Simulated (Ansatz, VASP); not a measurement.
# As in VASP and in Ansatz

```xyz
3
Lattice="4.6939 0.0000 0.0000 -2.3470 4.0650 0.0000 0.0000 0.0000 2.8774" Properties=species:S:1:pos:R:3 pbc="T T T"
As    0.0000    0.0000    0.0000
As    0.0000    2.7100    1.4387
As    2.3470    1.3550    1.4387
```

Alike in both runs: task relaxation of cell and atoms; functional LDA; k mesh 8 × 8 × 11; occupations fermi-dirac, width 0.1 eV; no spin polarisation.

```csv
,VASP,Ansatz
version,VASP 6.6.1,Ansatz 0.2.0
potentials or method,"VASP PAW LDA potentials, release 64 (As), cutoff 600 eV","plane waves (420 eV) with PAW, scalar-relativistic"
valence electrons in the cell,15,45
```

|  | VASP | Ansatz | Ansatz less VASP |
| --- | --- | --- | --- |
| relaxed volume (Å³/atom) | 18.08 | 18.03 | -0.058 |
| relaxed cell length with the largest relative difference (Å) | 2.769 | 2.765 | -0.0031 |

Ansatz warns that its potentials were made for another functional, while VASP's fit it. LDA's correlation is that of Perdew and Zunger in VASP and of Perdew and Wang (1992) in Ansatz. VASP's potentials hold 15 valence electrons a cell and Ansatz's 45, so a difference there can come from the potentials and not from the codes.
